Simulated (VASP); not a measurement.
# MnO2 (P4_2/mnm) in VASP: further runs, part 2 of 2

VASP 6.6.1. Earlier steps stand in the parts before.

## 4. Single point, revPBE+D3(BJ)+U, collinear spin, ferromagnetic start

This run uses another cell than the first one, of 9.25 Å³/atom, 0.964 times its volume.

File INCAR:

```
ALGO     = Normal         # electronic algorithm
EDIFF    = 1E-6           # SCF threshold, eV
ENCUT    = 520            # plane-wave cutoff, eV
GGA      = RE             # functional
ISIF     = 2              # what is computed and relaxed
ISMEAR   = 0              # smearing method
ISPIN    = 2              # spin polarisation
IVDW     = 12             # dispersion correction
LASPH    = T              # aspherical terms in the spheres
LCHARG   = F              # write CHGCAR
LDAU     = T              # DFT+U
LDAUJ    = 0 0          
LDAUL    = 2 -1           # shell
LDAUPRINT= 1            
LDAUTYPE = 2            
LDAUU    = 3.9 0          # U, eV
LMAXMIX  = 4              # l up to which the mixer works
LORBIT   = 11             # projections on sites
LREAL    = F              # projectors in reciprocal space
LWAVE    = F              # write WAVECAR
MAGMOM   = 2.91 2.91 0 0 0 0 # initial moments
NBANDS   = 38             # bands
NELM     = 150            # most SCF steps
PREC     = Accurate       # precision mode
SIGMA    = 0.05           # smearing width, eV
```

File KPOINTS:

```
k-points
0
Gamma
  6 6 8
```

File POSCAR:

```
MnO2
1.0
    4.3710957440      0.0000000000      0.0000000000
    0.0000000000      4.3710957440      0.0000000000
    0.0000000000      0.0000000000      2.9038057139
Mn O
2 4
Direct
    0.0000000000      0.0000000000      0.0000000000
    0.5000000000      0.5000000000      0.5000000000
    0.3051836246      0.3051836246      0.0000000000
    0.1948163754      0.8051836246      0.5000000000
    0.6948163754      0.6948163754      0.0000000000
    0.8051836246      0.1948163754      0.5000000000
```

Started as:

```bash
> cat potpaw_PBE.64/Mn_pv/POTCAR potpaw_PBE.64/O/POTCAR > POTCAR
> mpirun -np 1 vasp_std > vasp.out
```

Wall time 2.2 min (1 thread of AMD EPYC 9R45 (Zen 5), shared host); peak memory 0.28 GiB.

It converged, with:

```yaml
Free_energy: -41.9901 eV
Pressure: 10.7 GPa
Largest_force: 0.030 eV/Å
Band_gap_on_the_k_mesh: zero (filled and empty bands overlap)
Net_moment: 6.01 μB per cell
Site_moments: Mn +3.04; O -0.05 μB
Valence_electrons_inside_the_program's_atomic_spheres: Mn 11.66; O 5.07
Dispersion_energy_per_atom: -0.323 eV
```

Forces on the atoms (eV/Å):
```
Mn   0.000  0.000  0.000
Mn   0.000  0.000  0.000
O   -0.021 -0.021  0.000
O    0.021 -0.021  0.000
O    0.021  0.021  0.000
O   -0.021  0.021  0.000
```

Stress tensor (GPa, compression positive):
```
10.77  0.00  0.00
 0.00 10.77  0.00
 0.00  0.00 10.53
```

Levels at points of the mesh, in eV from the Fermi level:
Spin up:
```tsv
k point	band 24	band 25	band 26	band 27	band 28	band 29	band 30	band 31	band 32	band 33
(0.00, 0.00, 0.00)	-1.17	-1.16	-0.60	-0.60	-0.32	-0.09	2.85	2.85	3.47	8.15
(0.50, 0.00, 0.00)	-1.64	-1.59	-1.59	-0.88	-0.88	2.39	2.39	2.66	2.66	10.55
(0.50, 0.50, 0.00)	-2.14	-1.53	-1.53	-0.24	-0.24	1.41	1.41	2.81	2.81	11.90
(0.00, 0.00, 0.50)	-2.81	-1.38	-1.38	-0.49	-0.49	1.37	1.37	1.74	1.74	12.95
(0.50, 0.00, 0.50)	-3.48	-1.34	-1.34	-0.46	-0.46	0.12	0.12	3.43	3.43	12.89
(0.50, 0.50, 0.50)	-2.78	-0.82	-0.82	-0.65	-0.65	1.77	1.77	2.11	2.11	12.23
```
Spin down:
| k point | band 18 | band 19 | band 20 | band 21 | band 22 | band 23 | band 24 | band 25 | band 26 | band 27 |
| --- | --- | --- | --- | --- | --- | --- | --- | --- | --- | --- |
| (0.00, 0.00, 0.00) | -3.24 | -1.38 | -0.59 | -0.59 | 0.10 | 1.81 | 1.95 | 2.15 | 2.15 | 2.36 |
| (0.50, 0.00, 0.00) | -3.36 | -2.51 | -2.51 | -0.80 | -0.80 | 2.45 | 2.45 | 2.81 | 2.81 | 3.34 |
| (0.50, 0.50, 0.00) | -2.29 | -2.09 | -2.09 | -1.58 | -1.58 | 1.74 | 1.74 | 2.16 | 2.16 | 3.63 |
| (0.00, 0.00, 0.50) | -3.57 | -2.56 | -2.56 | -1.86 | -1.86 | 2.73 | 2.73 | 2.96 | 2.96 | 3.56 |
| (0.50, 0.00, 0.50) | -3.49 | -2.31 | -2.31 | -1.19 | -1.19 | 1.92 | 1.92 | 2.63 | 2.63 | 3.09 |
| (0.50, 0.50, 0.50) | -3.53 | -1.31 | -1.31 | -0.99 | -0.99 | 2.62 | 2.62 | 2.89 | 2.89 | 3.09 |

Eigenvalues of the final occupation matrices:
```tsv
site	spin	trace	eigenvalues
site 1 d	1	3.92	0.51 0.52 0.95 0.97 0.97
site 1 d	2	0.93	0.06 0.10 0.11 0.31 0.34
site 2 d	1	3.92	0.51 0.52 0.95 0.97 0.97
site 2 d	2	0.93	0.06 0.10 0.11 0.31 0.34
```

Caveat: the PAW data sets were made with another functional, which shifts forces and pressure a little; only a ferromagnetic start was run, and an antiferromagnetic order may lie lower in energy; pairwise dispersion overbinds metals, which lowers pressure and volume. The state reached can hang on the start; a lower one may exist.

## 5. Single point, revPBE+D3(BJ)+U, collinear spin, ferrimagnetic start (volume scaled by 0.96)

File INCAR:

```
PREC     = Accurate       # precision mode
ENCUT    = 520            # plane-wave cutoff, eV
EDIFF    = 1E-6           # SCF threshold, eV
ISMEAR   = 0              # smearing method
SIGMA    = 0.05           # smearing width, eV
LREAL    = False          # projectors in reciprocal space
LASPH    = True           # aspherical terms in the spheres
NELM     = 150            # most SCF steps
ALGO     = Normal         # electronic algorithm
ISIF     = 2              # what is computed and relaxed
LWAVE    = False          # write WAVECAR
LCHARG   = False          # write CHGCAR
ISPIN    = 2              # spin polarisation
MAGMOM   = 2.96 2.96 -0.06 -0.06 -0.06 -0.06 # initial moments
LORBIT   = 11             # projections on sites
LMAXMIX  = 4              # l up to which the mixer works
LDAU     = True           # DFT+U
LDAUTYPE = 2            
LDAUL    = 2 -1           # shell
LDAUU    = 3.9 0          # U, eV
LDAUJ    = 0 0          
LDAUPRINT= 1            
GGA      = RE             # functional
IVDW     = 12             # dispersion correction
NBANDS   = 38             # bands
```

File KPOINTS:

```
regular mesh
0
Gamma
  6 6 8
```

File POSCAR:

```
MnO2
1.0
    4.3823653977      0.0000000000      0.0000000000
    0.0000000000      4.3823653977      0.0000000000
    0.0000000000      0.0000000000      2.9095787986
Mn O
2 4
Direct
    0.0000000000      0.0000000000      0.0000000000
    0.5000000000      0.5000000000      0.5000000000
    0.3052902540      0.3052902540      0.0000000000
    0.1947097460      0.8052902540      0.5000000000
    0.6947097460      0.6947097460      0.0000000000
    0.8052902540      0.1947097460      0.5000000000
```

Potentials or basis: VASP PAW PBE potentials, release 64 (Mn_pv, O).

Started as:

```bash
> cat potpaw_PBE.64/Mn_pv/POTCAR potpaw_PBE.64/O/POTCAR > POTCAR
> mpirun -np 1 vasp_std > vasp.out
```

OUTCAR:

```text
PREC = Accurate
   ENCUT = 520
   EDIFF = 1E-6
   ISMEAR = 0
   LREAL = False
   LASPH = True
   NELM = 150
   ISIF = 2
   ISPIN = 2
   LORBIT = 11
   GGA = RE
   IVDW = 12
 IVDW          = 12

 ion  position               nearest neighbor table
   1  0.000  0.000  0.000-   4 1.89   6 1.89   4 1.89   6 1.89   5 1.89   3 1.89
   2  0.500  0.500  0.500-   3 1.89   5 1.89   3 1.89   5 1.89   4 1.89   6 1.89
   3  0.305  0.305  0.000-   2 1.89   2 1.89   1 1.89
   4  0.195  0.805  0.500-   1 1.89   1 1.89   2 1.89
   5  0.695  0.695  0.000-   2 1.89   2 1.89   1 1.89
   6  0.805  0.195  0.500-   1 1.89   1 1.89   2 1.89

  LATTYP: Found a simple tetragonal cell.
 ALAT       =     4.3823653977
 C/A-ratio  =     0.6639288454

  Lattice vectors:

 A1 = (   4.3823653977,   0.0000000000,   0.0000000000)
[... 2216 lines left out ...]
  FORCE on cell =-STRESS in cart. coord.  units (eV):
  Direction    XX          YY          ZZ          XY          YZ          ZX
  --------------------------------------------------------------------------------------
  -------------------------------------------------------------------------------------
  Total       3.15574     3.15574     3.06380    -0.00000     0.00000     0.00000
  in kB      90.48252    90.48252    87.84648    -0.00000     0.00000     0.00000
  external pressure =       89.60 kB  Pullay stress =        0.00 kB

 VOLUME and BASIS-vectors are now :
 -----------------------------------------------------------------------------
  energy-cutoff  :      520.00
  volume of cell :       55.88
      direct lattice vectors                 reciprocal lattice vectors
     4.382365398  0.000000000  0.000000000     0.228187271  0.000000000  0.000000000
     0.000000000  4.382365398  0.000000000     0.000000000  0.228187271  0.000000000
     0.000000000  0.000000000  2.909578799     0.000000000  0.000000000  0.343692359

 POSITION                                       TOTAL-FORCE (eV/Angst)
 -----------------------------------------------------------------------------------
      0.00000      0.00000      0.00000         0.000000      0.000000      0.000000
      2.19118      2.19118      1.45479         0.000000      0.000000      0.000000
      1.33789      1.33789      0.00000        -0.021440     -0.021440      0.000000
      0.85329      3.52908      1.45479         0.021440     -0.021440      0.000000
      3.04447      3.04447      0.00000         0.021440      0.021440     -0.000000
      3.52908      0.85329      1.45479        -0.021440      0.021440     -0.000000
 -----------------------------------------------------------------------------------
    total drift:                                0.000000      0.000000      0.000000

  FREE ENERGIE OF THE ION-ELECTRON SYSTEM (eV)
  ---------------------------------------------------
  free  energy   TOTEN  =       -42.0150626385 eV

  energy  without entropy=      -42.0145171385  energy(sigma->0) =      -42.01478989

 total charge

# of ion       s       p       d       tot
------------------------------------------
    1        0.356   6.468   4.816  11.640
    2        0.356   6.468   4.816  11.640
    3        1.572   3.490   0.000   5.062
    4        1.572   3.490   0.000   5.062
    5        1.572   3.490   0.000   5.062
    6        1.572   3.490   0.000   5.062
--------------------------------------------------
tot          7.000  26.897   9.633  43.530

 magnetization (x)

# of ion       s       p       d       tot
------------------------------------------
    1        0.019   0.032   3.003   3.054
    2        0.019   0.032   3.003   3.054
    3       -0.002  -0.048   0.000  -0.050
    4       -0.002  -0.048   0.000  -0.050
    5       -0.002  -0.048   0.000  -0.050
    6       -0.002  -0.048   0.000  -0.050
--------------------------------------------------
tot          0.028  -0.129   6.006   5.906
```

Wall time 2.2 min (1 thread of AMD EPYC 9R45 (Zen 5), shared host); peak memory 0.27 GiB.

Results:

```yaml
Free_energy: -42.0151 eV
Pressure: 9.0 GPa
Largest_force: 0.030 eV/Å
Band_gap_on_the_k_mesh: zero (filled and empty bands overlap)
Net_moment: 6.02 μB per cell
Site_moments: Mn +3.05; O -0.05 μB
Valence_electrons_inside_the_program's_atomic_spheres: Mn 11.64; O 5.06
Dispersion_energy_per_atom: -0.320 eV
```

Forces on the atoms (eV/Å):
```
Mn   0.000  0.000  0.000
Mn   0.000  0.000  0.000
O   -0.021 -0.021  0.000
O    0.021 -0.021  0.000
O    0.021  0.021  0.000
O   -0.021  0.021  0.000
```

Eigenvalues of the final occupation matrices:
```csv
site,spin,trace,eigenvalues
site 1 d,1,3.93,0.51 0.53 0.95 0.97 0.97
site 1 d,2,0.92,0.06 0.10 0.11 0.31 0.33
site 2 d,1,3.93,0.51 0.53 0.95 0.97 0.97
site 2 d,2,0.92,0.06 0.10 0.11 0.31 0.33
```

Caveat: the cell differs from its parent crystal (volume scaled by 0.96); the PAW data sets were made with another functional, which shifts forces and pressure a little; pairwise dispersion overbinds metals, which lowers pressure and volume. The state reached can hang on the start; a lower one may exist.

## 6. Overview

```csv
level,spin,cell,gap on the mesh (eV),pressure (GPa),moment (μB),largest force (eV/Å)
PBE+D3(BJ)+U,"collinear, ferrimagnetic start","a = 4.433, b = 4.433, c = 2.931 Å, 6 atoms",none,0.8,6.05,0.03
revPBE+D3(BJ)+U,"collinear, ferrimagnetic start","a = 4.446, b = 4.446, c = 2.944 Å, 6 atoms",none,0.6,6.08,0.03
revPBE+D3(BJ)+U,"collinear, ferromagnetic start","a = 4.371, b = 4.371, c = 2.904 Å, 6 atoms",none,10.7,6.01,0.03
revPBE+D3(BJ)+U,"collinear, ferrimagnetic start","a = 4.382, b = 4.382, c = 2.910 Å, 6 atoms",none,9.0,6.02,0.03
```

Alike in all rows: task single point; potentials or basis VASP PAW PBE potentials, release 64 (Mn_pv, O); Mn d U = 3.9 eV; k mesh 6 × 6 × 8; cutoff (eV) 520; smearing gaussian 0.05 eV.

Caveats: pairwise dispersion overbinds metals, which lowers pressure and volume; the PAW data sets were made with another functional, which shifts forces and pressure a little (some runs).

Absolute energies hang on the potentials; compare differences alone.
